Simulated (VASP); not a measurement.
Runs of VASP 6.6.1 on AlN. The structure is that of space group P6_3mc (No. 186), or close to it. The cells are those of the table. 

| cell | gap on the mesh (eV) | pressure (GPa) | largest force (eV/Å) |
| --- | --- | --- | --- |
| a = 3.286, b = 3.286, c = 4.470 Å, angles 90.0, 90.0, 120.0°, 4 atoms | 3.82 | 10.1 | 3.86 |
| a = 3.004, b = 3.004, c = 5.348 Å, angles 90.0, 90.0, 120.0°, 4 atoms | 3.85 | 6.7 | 0.71 |
| a = 3.039, b = 3.039, c = 5.227 Å, angles 90.0, 90.0, 120.0°, 4 atoms | 4.11 | 5.0 | 0.54 |
| a = 3.195, b = 3.195, c = 4.729 Å, angles 90.0, 90.0, 120.0°, 4 atoms | 4.00 | (a) | 1.45 |
| a = 3.239, b = 3.239, c = 4.600 Å, angles 90.0, 90.0, 120.0°, 4 atoms | 3.90 | 6.7 | 2.49 |
| a = 3.113, b = 3.113, c = 4.981 Å, angles 90.0, 90.0, 120.0°, 4 atoms | 4.22 | 3.3 | 0.13 |
| a = 3.153, b = 3.153, c = 4.856 Å, angles 90.0, 90.0, 120.0°, 4 atoms | 4.12 | (b) | 0.69 |
| a = 2.971, b = 2.971, c = 5.467 Å, angles 90.0, 90.0, 120.0°, 4 atoms | 3.51 | 8.8 | 0.80 |
| a = 3.075, b = 3.075, c = 5.105 Å, angles 90.0, 90.0, 120.0°, 4 atoms | 4.29 | 3.9 | 0.27 |

Alike in all rows: task single point; level PBE; potentials or basis VASP PAW PBE potentials, release 64 (Al, N); no spin polarisation; k mesh 7 × 7 × 4; cutoff (eV) 600; smearing gaussian 0.05 eV.

Q: Estimate the missing entries.

A: (a) 4.6; (b) 3.5.

Caveats: forces of over 1 eV/Å act on the atoms, so gaps and moduli don't describe the material at rest (at least some runs); the stress differs along the axes, from -15 to 60 GPa (at least some runs); the stress differs along the axes, from -20 to 20 GPa (at least some runs); the stress differs along the axes, from -13 to 14 GPa (at least some runs); the stress differs along the axes, from -7 to 28 GPa (at least some runs); the stress differs along the axes, from -11 to 43 GPa (at least some runs); the cell stands under pressure (at least some runs).

